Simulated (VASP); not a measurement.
# MoS2 (P2_1/m) in VASP: notebook

Runs on MoS2. Level: PBE+D3(BJ). Tasks: single point.

Everything below comes from runs of VASP 6.6.1. Logs are shortened: lines on timing, memory, paths and dates and some standing lists are left out, and cuts for length are marked.

## 1. The cell of the first run

Symmetry: P2_1/m, No. 11, monoclinic system. Conventional cell: a = 3.202 Å, b = 12.294 Å, c = 3.202 Å, α = 90.00°, β = 120.00°, γ = 90.00°. Within 3.3 Å of Mo (site symmetry m) lie 6 S at 2.44 Å and 6 Mo at 3.20 Å. Within 3.8 Å of S (site symmetry 1) lie 3 Mo at 2.44 Å and 10 S at 3.18 to 3.73 Å.

## 2. Single point, PBE+D3(BJ) (atoms displaced along a vibrational mode, the cell strained)

INCAR reads:

```
SYSTEM = MoS2
PREC = Accurate
ENCUT = 520
EDIFF = 1E-6
ISMEAR = 0
SIGMA = 0.05
LREAL = .False.
LASPH = .True.
NELM = 100
ALGO = Normal
ISIF = 2
LWAVE = .False.
LCHARG = .False.
GGA = PE
IVDW = 12
NBANDS = 35
```

KPOINTS reads:

```
regular mesh
0
Gamma
  12 12 4
  0 0 0
```

POSCAR reads:

```
MoS2
1.0
    3.2019522193      0.0000000000      0.0000000000
   -1.6009761097      2.7729719636      0.0000000000
    0.0000000000      0.0000000000     12.2936995513
Mo S
2 4
Direct
    0.2592547420      0.6666666667      0.2500000000
    0.7407452580      0.3333333333      0.7500000000
    0.4069057449      0.6666666667      0.6204968003
    0.5930942551      0.3333333333      0.1204968003
    0.4069057449      0.6666666667      0.8795031997
    0.5930942551      0.3333333333      0.3795031997
```

Potentials or basis: VASP PAW PBE potentials, release 64 (Mo_sv, S).

On the command line:

```bash
> cat potpaw_PBE.64/Mo_sv/POTCAR potpaw_PBE.64/S/POTCAR > POTCAR
> mpirun -np 1 vasp_std > vasp.out
```

OUTCAR:

```text
SYSTEM = MoS2
   PREC = Accurate
   ENCUT = 520
   EDIFF = 1E-6
   ISMEAR = 0
   LREAL = .False.
   LASPH = .True.
   NELM = 100
   ISIF = 2
   GGA = PE
   IVDW = 12
 IVDW          = 12

 ion  position               nearest neighbor table
   1  0.259  0.667  0.250-   4 2.44   6 2.44   4 2.44   6 2.44   4 2.44   6 2.44
   2  0.741  0.333  0.750-   3 2.44   5 2.44   3 2.44   5 2.44   3 2.44   5 2.44
   3  0.407  0.667  0.620-   2 2.44   2 2.44   2 2.44
   4  0.593  0.333  0.120-   1 2.44   1 2.44   1 2.44
   5  0.407  0.667  0.880-   2 2.44   2 2.44   2 2.44
   6  0.593  0.333  0.380-   1 2.44   1 2.44   1 2.44

  LATTYP: Found a hexagonal cell.
 ALAT       =     3.2019522193
 C/A-ratio  =     3.8394387890

  Lattice vectors:

 A1 = (   3.2019522193,   0.0000000000,   0.0000000000)
 A2 = (  -1.6009761097,   2.7729719636,   0.0000000000)
 A3 = (   0.0000000000,   0.0000000000,  12.2936995513)

Analysis of symmetry for initial positions (statically):
=====================================================================
 Subroutine PRICEL returns:
 Original cell was already a primitive cell.

 Routine SETGRP: Setting up the symmetry group for a
 hexagonal supercell.

 Subroutine GETGRP returns: Found  4 space group operations
 (whereof  2 operations were pure point group operations)
 out of a pool of 24 trial point group operations.

The static configuration has the point symmetry S_2 .
 The point group associated with its full space group is C_2h.

Analysis of symmetry for dynamics (positions and initial velocities):
=====================================================================
 Subroutine PRICEL returns:
 Original cell was already a primitive cell.

 Routine SETGRP: Setting up the symmetry group for a
 hexagonal supercell.

 Subroutine GETGRP returns: Found  4 space group operations
 (whereof  2 operations were pure point group operations)
 out of a pool of 24 trial point group operations.

The dynamic configuration has the point symmetry S_2 .
 The point group associated with its full space group is C_2h.

 Subroutine INISYM returns: Found  4 space group operations
 (whereof  2 operations are pure point group operations),
 and found     1 'primitive' translations

----------------------------------------------------------------------------------------

                                     Primitive cell

  volume of cell :     109.1548

  direct lattice vectors                    reciprocal lattice vectors
[... 99 lines left out ...]
   IBRION =     -1    ionic relax: 0-MD 1-quasi-New 2-CG
   NFREE  =      0    steps in history (QN), initial steepest desc. (CG)
   ISIF   =      2    stress and relaxation
   ISYM   =      2    0-nonsym 1-usesym 2-fastsym
   POTIM  = 0.5000    time-step for ionic-motion
   TEBEG  =    0.0;   TEEND  =   0.0 temperature during run
   PSTRESS=    0.0 pullay stress
   NELECT =      52.0000    total number of electrons
   NUPDOWN=      -1.0000    fix difference up-down
   EMIN   =  10.00;   EMAX   =-10.00  energy-range for DOS
   EFERMI =   0.00;   METHOD = LEGACY
   ISMEAR =     0;   SIGMA  =   0.05  broadening in eV -4-tet -1-fermi 0-gaus
   EFERMI_NEDOS =   21; number of points for ismear=-14 and -15
   IALGO  =     38    algorithm
   IMIX   =      4    mixing-type and parameters
     AMIX     =   0.40;   BMIX     =  1.00
     AMIX_MAG =   1.60;   BMIX_MAG =  1.00
  volume/ion in A,a.u.               =      18.19       122.77
  Fermi-wavevector in a.u.,A,eV,Ry     =   1.278581  2.416168 22.242394  1.634770
  Thomas-Fermi vector in A             =   2.411116
   LORBIT       =      0    0 simple, 1 ext, 2 COOP (PROOUT), +10 PAW based schemes
   GGA     = PE    functional components
   LHFCALC =     F    Hartree Fock is set to
   AEXX    =    0.0000 exact exchange contribution
   IVDW    =    12    specifies the selected vdW correction
   LEPSILON=     F    determine dielectric tensor
   LRPA    =     F    only Hartree local field effects (RPA)
 non-spin polarized calculation
 Gauss-broadening in eV      SIGMA  =   0.05
  energy-cutoff  :      520.00
  volume of cell :      109.15
 maximum number of plane-waves:      2968
   NGX = 11   NGY = 11   NGZ = 45

 number of electron      51.9999996 magnetization

 Free energy of the ion-electron system (eV)
  ---------------------------------------------------
  ext. energy  EPLUGINS =         0.00000000
  ---------------------------------------------------
  free energy    TOTEN  =       -43.52273641 eV

  energy without entropy =      -43.52273641  energy(sigma->0) =      -43.52273641

 E-fermi :   7.6647     XC(G=0): -10.7632

 val. band max:        7.2688177192   @ k =   0.0000   0.0000   0.0000
 cond. band min:       8.0918925587   @ k =  -0.1667   0.3333   0.0000
 fundamental gap:      0.8230748395
 Fermi energy:         7.6647433332

 k-point     1 :       0.0000    0.0000    0.0000
  band No.  band energies     occupation
      1     -54.2747      2.00000
      2     -54.2747      2.00000
      3     -28.3936      2.00000
      4     -28.3935      2.00000
      5     -28.2036      2.00000
      6     -28.2036      2.00000
[... 901 lines left out ...]
     34      10.2998      0.00000
     35      14.7182      0.00000

 [... further k-points ...]

------------------------ aborting loop because EDIFF is reached ----------------------------------------

 Edisp (eV)   -2.49360

 E8    (eV) :    -1.0056

  FORCE on cell =-STRESS in cart. coord.  units (eV):
  Direction    XX          YY          ZZ          XY          YZ          ZX
  --------------------------------------------------------------------------------------
  -------------------------------------------------------------------------------------
  Total      -4.59618    -4.51226    -4.96498    -0.08034     0.00000     0.00000
  in kB     -67.46288   -66.23103   -72.87614    -1.17927     0.00000     0.00000
  external pressure =      -68.86 kB  Pullay stress =        0.00 kB

 VOLUME and BASIS-vectors are now :
 -----------------------------------------------------------------------------
  energy-cutoff  :      520.00
  volume of cell :      109.15
      direct lattice vectors                 reciprocal lattice vectors
     3.201952219  0.000000000  0.000000000     0.312309470  0.180311956  0.000000000
    -1.600976110  2.772971964  0.000000000     0.000000000  0.360623913  0.000000000
     0.000000000  0.000000000 12.293699551     0.000000000  0.000000000  0.081342479

 POSITION                                       TOTAL-FORCE (eV/Angst)
 -----------------------------------------------------------------------------------
     -0.23720      1.84865      3.07342         0.080427     -0.011050     -0.000000
      1.83817      0.92432      9.22027        -0.080427      0.011050     -0.000000
      0.23558      1.84865      7.62820        -0.023834      0.023455      0.793659
      1.36540      0.92432      1.48135         0.023834     -0.023455      0.793659
      0.23558      1.84865     10.81235        -0.023834      0.023455     -0.793659
      1.36540      0.92432      4.66550         0.023834     -0.023455     -0.793659
 -----------------------------------------------------------------------------------
    total drift:                               -0.000000      0.000000     -0.000000

  FREE ENERGIE OF THE ION-ELECTRON SYSTEM (eV)
  ---------------------------------------------------
  free  energy   TOTEN  =       -46.0163369778 eV

  energy  without entropy=      -46.0163369778  energy(sigma->0) =      -46.01633698
```

stdout:

```text
POSCAR found type information on POSCAR MoS
 POSCAR found :  2 types and       6 ions
 scaLAPACK will be used
 LDA part: xc-table for (Slater+PW92), standard interpolation
 POSCAR, INCAR and KPOINTS ok, starting setup
 FFT: planning ... GRIDC
 FFT: planning ... GRID_SOFT
 FFT: planning ... GRID
 WAVECAR not read
 entering main loop
```

Wall time 3.9 min (1 thread of Intel Xeon 6975P-C (Granite Rapids), shared host); peak memory 0.7 GiB.

What came out:

| Item | Value |
| --- | --- |
| Free energy | -46.0163 eV |
| Pressure | -6.9 GPa |
| Largest force | 0.794 eV/Å |
| Band gap on the k mesh | 0.82 eV (least direct gap 1.60 eV) |
| Dispersion energy per atom | -0.416 eV |

Forces in eV/Å, atoms in the order of the input:
```
Mo   0.080 -0.011  0.000
Mo  -0.080  0.011  0.000
S   -0.024  0.023  0.794
S    0.024 -0.023  0.794
S   -0.024  0.023 -0.794
S    0.024 -0.023 -0.794
```

Caveat: the cell differs from its parent crystal (atoms displaced along a vibrational mode, the cell strained); the cell stands under tension. A k mesh can miss the band edges.

[end of part 1 of 2]
